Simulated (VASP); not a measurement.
Here is a VASP 6.6.1 calculation.

The input POSCAR:

```
InP
1.0
    3.0127415773      3.0127415773      0.0000000000
   -3.0127415773      3.0127415773      0.0000000000
    0.0000000000      3.0127415773      2.9182241945
In P
1 1
Direct
    0.0000000000      0.0000000000      0.0000000000
    0.7500000000      0.2500000000      0.5000000000
```

File INCAR.step1:

```
SYSTEM = InP
PREC = Accurate ; ENCUT = 520
ISMEAR = 0 ; SIGMA = 0.01
LREAL = .FALSE. ; LASPH = .TRUE.
NELM = 100 ; NBANDS = 16
GGA = PE ; ALGO = Normal
EDIFF = 1E-4 ; LWAVE = .TRUE.
LCHARG = .FALSE.
```

Contents of INCAR.step2:

```
SYSTEM = InP
PREC = Accurate ; ENCUT = 520
EDIFF = 1E-7 ; ISMEAR = 0
SIGMA = 0.01 ; LREAL = .FALSE.
LASPH = .TRUE. ; NELM = 100
ALGO = Normal ; ISIF = 2
LWAVE = .FALSE. ; LCHARG = .TRUE.
METAGGA = R2SCAN ; LMIXTAU = .TRUE.
LELF = .TRUE. ; LVHAR = .TRUE.
NBANDS = 16 ; ISTART = 1
```

The input KPOINTS:

```
regular mesh
0
G
  8 8 8
  0 0 0
```

Potentials or basis: VASP PAW PBE potentials, release 64 (In_d, P).

Run with:

```console
$ cat potpaw_PBE.64/In_d/POTCAR potpaw_PBE.64/P/POTCAR > POTCAR
$ cp INCAR.step1 INCAR
$ mpirun -np 1 vasp_std > vasp.out
$ cp INCAR.step2 INCAR
$ mpirun -np 1 vasp_std > vasp.out
```

Problem. Predict the pressure.

Solution. -1.9 GPa.

Problem. What does it give for the band gap on the k mesh?

Solution. 0.77 eV, direct.

Stress tensor (GPa, compression positive):
```
-2.36  0.00  0.00
 0.00 -2.36  0.00
 0.00  0.00 -1.00
```

Caveat: the cell differs from its parent crystal (in-plane strain +0.02); the PAW data sets were made with another functional, which shifts forces and pressure a little; spin-orbit coupling is left out, which moves the levels of the heavy elements.
